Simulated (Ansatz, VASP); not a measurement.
# Two plane-wave programs on GaSb3

Contents of INCAR:

```
SYSTEM = GaSb3
  PREC = Accurate
  ENCUT = 520
  EDIFF = 1E-6
  ISMEAR = 0
  SIGMA = 0.15
  LREAL = .False.
  LASPH = .True.
  NELM = 100
  ALGO = Normal
  ISIF = 2
  LWAVE = .False.
  LCHARG = .True.
  GGA = PE
  IVDW = 12
  LELF = .True.
  LVHAR = .True.
  NBANDS = 22
```

Contents of KPOINTS:

```
Automatic mesh
0
Gamma
  12 12 12
  0 0 0
```

The input POSCAR:

```
GaSb3
1.0
    0.0000000000      3.8509578990      3.2733142142
    3.8509578990      0.0000000000      3.2733142142
    3.8509578990      3.8509578990      0.0000000000
Ga Sb
1 3
Direct
    0.0000000000      0.0000000000      0.0000000000
    0.2500000000      0.2500000000      0.2500000000
    0.7500000000      0.7500000000      0.7500000000
    0.5000000000      0.5000000000      0.5000000000
```

Input for Ansatz:

```yaml
crystal:
  lattice:
    - [0.0, 3.850957899, 3.2733142142]
    - [3.850957899, 0.0, 3.2733142142]
    - [3.850957899, 3.850957899, 0.0]
  atoms:
    - { symbol: Ga, position: [0.0, 0.0, 0.0] }
    - { symbol: Sb, position: [0.25, 0.25, 0.25] }
    - { symbol: Sb, position: [0.75, 0.75, 0.75] }
    - { symbol: Sb, position: [0.5, 0.5, 0.5] }
basis:
  ecutwfc: 420
kpoints:
  mp_grid: { grid: [12, 12, 12] }
hamiltonian:
  xc: pbe
  dispersion: d3bj
scf:
  occupations: { method: gaussian, width: 0.15 }
output:
  forces: true
  stress: true
  eigenvalues: true
  write_density: true
  write_potential: true
  elf: true
  volumetric_format: npy
```

Alike in both runs: task single point; functional PBE; dispersion D3(BJ); k mesh 12 × 12 × 12; occupations gaussian, width 0.15 eV; no spin polarisation.

|  | VASP | Ansatz |
| --- | --- | --- |
| version | VASP 6.6.1 | Ansatz 0.2.0 |
| potentials or method | VASP PAW PBE potentials, release 64 (Ga_d, Sb), cutoff 520 eV | scalar-relativistic, plane waves, PAW |
| valence electrons in the cell | 28 | 58 |

|  | VASP | Ansatz | Ansatz less VASP |
| --- | --- | --- | --- |
| gap on the k mesh at the Fermi level (eV) | none | none | - |
| pressure (GPa) | 1.0 | 1.1 | +0.09 |
| traceless stress, the component that is largest in VASP (GPa) | 0.12 | 0.12 | -0.002 |

A gap of «none» marks a metal or a gap that the smearing closes. VASP's potentials hold 28 valence electrons a cell and Ansatz's 58, so a difference there can come from the potentials and not from the codes.

Neither program's run includes spin-orbit coupling.
